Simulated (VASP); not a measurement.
Here is a VASP 6.6.1 calculation.

INCAR

```
PREC     = Accurate       # precision mode
ENCUT    = 520            # plane-wave cutoff, eV
EDIFF    = 1E-7           # SCF threshold, eV
ISMEAR   = 0              # smearing method
SIGMA    = 0.1            # smearing width, eV
LREAL    = False          # projectors in reciprocal space
LASPH    = True           # aspherical terms in the spheres
NELM     = 150            # most SCF steps
ALGO     = Normal         # electronic algorithm
ISIF     = 2              # what is computed and relaxed
LWAVE    = False          # write WAVECAR
LCHARG   = False          # write CHGCAR
ISPIN    = 2              # spin polarisation
MAGMOM   = 2.65           # initial moments
LORBIT   = 11             # projections on sites
LMAXMIX  = 4              # l up to which the mixer works
GGA      = PE             # functional
NBANDS   = 14             # bands
```

The input KPOINTS:

```
Automatic mesh
0
Gamma
  20 20 20
```

The input POSCAR:

```
Fe
1.0
   -1.4159448895      1.4159448895      1.4159448895
    1.4159448895     -1.4159448895      1.4159448895
    1.4159448895      1.4159448895     -1.4159448895
Fe
1
Direct
    0.0000000000      0.0000000000      0.0000000000
```

Potentials or basis: VASP PAW PBE potentials, release 64 (Fe).

The run is started by

```console
$ cat potpaw_PBE.64/Fe/POTCAR > POTCAR
$ mpirun -np 1 vasp_std > vasp.out
```

(1) Predict the pressure.

(2) What does it give for the net moment?

(3) Predict the site moments.

Answers

(1) 0.0 GPa.

(2) 2.20 μB per cell.

(3) Fe +2.19 μB.
